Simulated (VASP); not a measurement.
# WC (Fm-3m) in VASP: notebook, part 2 of 2

VASP 6.6.1. Earlier steps stand in the parts before.

### 3 Single point, r2SCAN

Input file POSCAR:

```
WC
1.0
    0.0000000000      2.1926800000      2.1926800000
    2.1926800000      0.0000000000      2.1926800000
    2.1926800000      2.1926800000      0.0000000000
W C
1 1
Direct
    0.0000000000      0.0000000000      0.0000000000
    0.5000000000      0.5000000000      0.5000000000
```

Input file INCAR.step1:

```
  PREC = Accurate
  ENCUT = 520
  ISMEAR = 0
  SIGMA = 0.2
  LREAL = F
  LASPH = T
  NELM = 100
  NBANDS = 16
  GGA = PE
  ALGO = Normal
  EDIFF = 1E-4
  LWAVE = T
  LCHARG = F
```

Input file INCAR.step2:

```
  PREC = Accurate
  ENCUT = 520
  EDIFF = 1E-7
  ISMEAR = 0
  SIGMA = 0.2
  LREAL = F
  LASPH = T
  NELM = 100
  ALGO = Normal
  ISIF = 2
  LWAVE = F
  LCHARG = T
  METAGGA = R2SCAN
  LMIXTAU = T
  LELF = T
  LVHAR = T
  NBANDS = 16
  ISTART = 1
```

Input file KPOINTS:

```
Automatic mesh
0
Gamma
  13 13 13
```

Potentials or basis: VASP PAW PBE potentials, release 64 (W_sv, C).

On the command line:

```sh
$ cat potpaw_PBE.64/W_sv/POTCAR potpaw_PBE.64/C/POTCAR > POTCAR
$ cp INCAR.step1 INCAR
$ mpirun -np 1 vasp_std > vasp.out
$ cp INCAR.step2 INCAR
$ mpirun -np 1 vasp_std > vasp.out
```

Run time: 38 s. Hardware: 1 thread of Intel Xeon 6975P-C (Granite Rapids), shared host; peak memory 0.16 GiB.

It converged, with:

| Item | Value |
| --- | --- |
| Free energy | -60.6342 eV |
| Pressure | -3.6 GPa |
| Band gap on the k mesh | zero (band 9 reaches 13.41 eV, above the bottom of band 10 at 10.20 eV) |

Levels at points of the mesh, in eV from the Fermi level:
| k point | band 6 | band 7 | band 8 | band 9 | band 10 | band 11 | band 12 | band 13 |
| --- | --- | --- | --- | --- | --- | --- | --- | --- |
| (0.00, 0.00, 0.00) | -2.86 | -2.86 | -2.86 | -1.17 | -1.17 | -1.17 | -1.04 | -1.04 |

Caveat: the PAW data sets were made with another functional, which shifts forces and pressure a little; spin-orbit coupling is left out, which moves the levels of the heavy elements.

### 4 Single point, r2SCAN

POSCAR is that of step 3.

Input file INCAR.step1:

```
ALGO     = Normal         # electronic algorithm
EDIFF    = 1E-4           # SCF threshold, eV
ENCUT    = 520            # plane-wave cutoff, eV
GGA      = PE             # functional
ISMEAR   = 0              # smearing method
LASPH    = True           # aspherical terms in the spheres
LCHARG   = False          # write CHGCAR
LREAL    = False          # projectors in reciprocal space
LWAVE    = True           # write WAVECAR
NBANDS   = 16             # bands
NELM     = 60             # most SCF steps
PREC     = Accurate       # precision mode
SIGMA    = 0.1            # smearing width, eV
```

Input file INCAR.step2:

```
ALGO     = Normal         # electronic algorithm
EDIFF    = 1E-6           # SCF threshold, eV
ENCUT    = 520            # plane-wave cutoff, eV
ISIF     = 2              # what is computed and relaxed
ISMEAR   = 0              # smearing method
ISTART   = 1            
LASPH    = True           # aspherical terms in the spheres
LCHARG   = False          # write CHGCAR
LMIXTAU  = True         
LREAL    = False          # projectors in reciprocal space
LWAVE    = False          # write WAVECAR
METAGGA  = R2SCAN         # meta-GGA
NBANDS   = 16             # bands
NELM     = 60             # most SCF steps
PREC     = Accurate       # precision mode
SIGMA    = 0.1            # smearing width, eV
```

Input file KPOINTS:

```
k-points
0
Gamma
  13 13 13
```

Potentials or basis: VASP PAW PBE potentials, release 64 (W_sv, C).

On the command line:

```sh
$ cat potpaw_PBE.64/W_sv/POTCAR potpaw_PBE.64/C/POTCAR > POTCAR
$ cp INCAR.step1 INCAR
$ mpirun -np 1 vasp_std > vasp.out
$ cp INCAR.step2 INCAR
$ mpirun -np 1 vasp_std > vasp.out
```

OUTCAR:

```text
EDIFF = 1E-6
   ENCUT = 520
   ISIF = 2
   ISMEAR = 0
   ISTART = 1
   LASPH = True
   LREAL = False
   METAGGA = R2SCAN
   NELM = 60
   PREC = Accurate

 ion  position               nearest neighbor table
   1  0.000  0.000  0.000-   2 2.19   2 2.19   2 2.19   2 2.19   2 2.19   2 2.19
   2  0.500  0.500  0.500-   1 2.19   1 2.19   1 2.19   1 2.19   1 2.19   1 2.19

  LATTYP: Found a face centered cubic cell.
 ALAT       =     4.3853600000

  Lattice vectors:

[... 641 lines left out ...]
 [... further k-points ...]

------------------------ aborting loop because EDIFF is reached ----------------------------------------

  FORCE on cell =-STRESS in cart. coord.  units (eV):
  Direction    XX          YY          ZZ          XY          YZ          ZX
  --------------------------------------------------------------------------------------
  -------------------------------------------------------------------------------------
  Total       -0.4906709     -0.4906709     -0.4906709      0.0000000     -0.0000000      0.0000000
  in kB      -37.2859389    -37.2859389    -37.2859389      0.0000000     -0.0000000      0.0000000
  external PRESSURE =     -37.2859389 kB  Pullay stress =       0.0000000 kB

 VOLUME and BASIS-vectors are now :
 -----------------------------------------------------------------------------
  energy-cutoff  :      520.00
  volume of cell :       21.08
      direct lattice vectors                 reciprocal lattice vectors
     0.000000000  2.192680000  2.192680000    -0.228031450  0.228031450  0.228031450
     2.192680000  0.000000000  2.192680000     0.228031450 -0.228031450  0.228031450
     2.192680000  2.192680000  0.000000000     0.228031450  0.228031450 -0.228031450

 POSITION                                       TOTAL-FORCE (eV/Angst)
 -----------------------------------------------------------------------------------
      0.00000      0.00000      0.00000        -0.000000      0.000000      0.000000
      2.19268      2.19268      2.19268         0.000000     -0.000000     -0.000000
 -----------------------------------------------------------------------------------
    total drift:                                0.000000     -0.000000     -0.000000

  FREE ENERGIE OF THE ION-ELECTRON SYSTEM (eV)
  ---------------------------------------------------
  free  energy   TOTEN  =       -60.6275687251 eV

  energy  without entropy=      -60.6236594996  energy(sigma->0) =      -60.62561411
```

It took 32 s on 1 thread of Intel Xeon 6975P-C (Granite Rapids), shared host; peak memory 0.16 GiB.

What came out:

| Item | Value |
| --- | --- |
| Free energy | -60.6276 eV |
| Pressure | -3.7 GPa |
| Band gap on the k mesh | zero (band 9 reaches 13.41 eV, above the bottom of band 10 at 10.20 eV) |

Caveat: the PAW data sets were made with another functional, which shifts forces and pressure a little; spin-orbit coupling is left out, which moves the levels of the heavy elements.

### 5 The runs side by side

| smearing | gap on the mesh (eV) | pressure (GPa) |
| --- | --- | --- |
| gaussian 0.3 eV | none | -3.5 |
| gaussian 0.2 eV | none | -3.6 |
| gaussian 0.1 eV | none | -3.7 |

Alike in all rows: task single point; level r2SCAN; potentials or basis VASP PAW PBE potentials, release 64 (W_sv, C); no spin polarisation; cell as given; k mesh 13 × 13 × 13; cutoff (eV) 520.

Every run on the cell as given and a fine mesh finds a metal.

Caveats: the PAW data sets were made with another functional, which shifts forces and pressure a little; spin-orbit coupling is left out, which moves the levels of the heavy elements.

Absolute energies hang on the potentials; compare differences alone.
